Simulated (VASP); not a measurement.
Input of a VASP 6.6.1 run:

Contents of INCAR:

```
SYSTEM = LiC6
PREC = Accurate ; ENCUT = 520
EDIFF = 1E-6 ; ISMEAR = 0
SIGMA = 0.1 ; LREAL = .False.
LASPH = .True. ; NELM = 60
ALGO = Normal ; ISIF = 2
LWAVE = .False. ; LCHARG = .False.
GGA = PS ; NBANDS = 22
```

The input KPOINTS:

```
Automatic mesh
0
Gamma
  12 12 10
  0 0 0
```

File POSCAR:

```
LiC6
1.0
    4.3159247518      0.0000000000      0.0000000000
   -2.1579623759      3.7377004759      0.0000000000
    0.0000000000      0.0000000000      3.7582393053
Li C
1 6
Direct
    0.0000000000      0.0000000000      0.0000000000
    0.0000000000      0.3335653973      0.5000000000
    0.6664346027      0.6664346027      0.5000000000
    0.3335653973      0.0000000000      0.5000000000
    0.0000000000      0.6664346027      0.5000000000
    0.3335653973      0.3335653973      0.5000000000
    0.6664346027      0.0000000000      0.5000000000
```

Potentials or basis: VASP PAW PBE potentials, release 64 (Li_sv, C).

Run with:

```sh
$ cat potpaw_PBE.64/Li_sv/POTCAR potpaw_PBE.64/C/POTCAR > POTCAR
$ mpirun -np 1 vasp_std > vasp.out
```

(1) Estimate the largest force.

## Answers

(1) 0.005 eV/Å.

Caveat: the PAW data sets were made with another functional, which shifts forces and pressure a little.
